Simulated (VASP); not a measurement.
The system is CdF2.

```
Cd F
1.0
     0.00000    2.63280    2.63280
     2.63280    0.00000    2.63280
     2.63280    2.63280    0.00000
Cd F
1 2
Direct
  0.00000 0.00000 0.00000
  0.25000 0.25000 0.25000
  0.75000 0.75000 0.75000
```

Base run:

```yaml
Program: VASP 6.6.1
Functional: PBE
Potentials_or_basis: VASP PAW PBE potentials, release 64 (Cd, F)
Cutoff: 520 eV
k_mesh: 8 × 8 × 8
Occupations: gaussian, width 0.02 eV
Spin: no spin polarisation
```

Its results: band gap on the k mesh 3.31 eV, indirect (least direct gap 3.72 eV); pressure 16.2 GPa.

Task: The run is repeated on the same cell with these changes: potentials or basis from VASP PAW PBE potentials, release 64 (Cd, F) to VASP PAW PBE potentials, release 64 (Cd_sv_GW, F); cutoff from 520 eV to 600 eV; further incar settings from ALGO = Normal; EDIFF = 1e-06; NBANDS = 20 to ALGO = Normal; EDIFF = 1e-06; NBANDS = 24; valence electrons from 26 to 34. What comes out?

Result: Band gap on the k mesh 3.34 eV, indirect (least direct gap 3.74 eV); pressure 14.2 GPa.

A k mesh can miss the band edges.
